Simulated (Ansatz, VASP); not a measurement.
SiO2: VASP beside Ansatz

```xyz
12
Lattice="4.9080 0.0000 0.0000 0.0000 4.9080 0.0000 0.0000 0.0000 6.7840" Properties=species:S:1:pos:R:3 pbc="T T T"
Si    1.5131    1.5131    0.0000
Si    0.9409    3.9671    1.6960
Si    3.3949    3.3949    3.3920
Si    3.9671    0.9409    5.0880
O     1.1715    0.5698    1.2652
O     1.8842    3.6255    2.9612
O     3.7365    4.3382    4.6572
O     3.0238    1.2825    6.3532
O     3.6255    1.8842    3.8228
O     4.3382    3.7365    2.1268
O     1.2825    3.0238    0.4308
O     0.5698    1.1715    5.5188
```

Alike in both runs: task relaxation of the atoms; functional PBE; k mesh 5 × 5 × 4; occupations fermi-dirac, width 0.02 eV; no spin polarisation.

|  | VASP | Ansatz |
| --- | --- | --- |
| version | VASP 6.6.1 | Ansatz 0.2.0 |
| potentials or method | VASP PAW PBE potentials, release 64 (Si, O) | plane-wave PAW, scalar-relativistic |
| plane-wave cutoff (eV) | 520 | 420 |
| valence electrons in the cell | 64 | 64 |

```csv
,VASP,Ansatz,Ansatz less VASP
"gap on the k mesh at the Fermi level, each at its own relaxed structure (eV)",5.68,5.69,+0.002
```

Ansatz's warnings: stress scf threshold loose.
